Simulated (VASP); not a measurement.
The system is Tl.

```
Tl
1.0
     5.41113    0.00000    0.00000
    -2.70557    4.68618    0.00000
     0.00000    0.00000    3.31703
Tl
3
Direct
  0.00000 0.00000 0.00000
  0.33333 0.66667 0.50000
  0.66667 0.33333 0.50000
```

This isn't the form of Tl at room conditions, which is hcp.

| Item | Value |
| --- | --- |
| Program | VASP 6.6.1 |
| Task | relaxation of cell and atoms |
| Functional | BLYP |
| Potentials or basis | VASP PAW PBE potentials, release 64 (Tl_d) |
| Cutoff | 600 eV |
| k mesh | 7 × 7 × 10 |
| Occupations | fermi-dirac, width 0.1 eV |
| Spin | no spin polarisation |

At the start: pressure 8.5 GPa; volume 28.04 Å³/atom.

Question: Where does the relaxation end?

Answer: Over 9 steps the energy falls by 161.3 meV/atom and the volume is 35.95 Å³/atom (+28.2 %); space group P6/mmm (No. 191, to 0.1 Å) before and after.

The path:
```csv
step,energy change (eV),largest force (eV/Å),pressure (GPa),volume (Å³)
1,0.0000,0.0000,8.49,84.11
2,-0.4728,0.0000,0.81,103.51
3,-0.4814,0.0000,-0.33,110.14
4,-0.4836,0.0000,-0.03,108.11
5,-0.4835,0.0000,0.06,107.59
6,-0.4836,0.0000,0.06,107.59
7,-0.4836,0.0000,0.06,107.59
8,-0.4837,0.0000,0.06,107.59
9,-0.4838,0.0000,0.01,107.86
```

Final structure:
```yaml
crystal:
  lattice:
    - [5.90174, 0.00000, 0.00000]
    - [-2.95087, 5.11106, 0.00000]
    - [0.00000, 0.00000, 3.57569]
  atoms:
    - { symbol: Tl, position: [0.00000, 0.00000, 0.00000] }
    - { symbol: Tl, position: [0.33333, 0.66667, 0.50000] }
    - { symbol: Tl, position: [0.66667, 0.33333, 0.50000] }
```

Caveat: the volume moved by over 15 % at a fixed basis, so the end points are rough; the PAW data sets were made with another functional, which shifts forces and pressure a little.
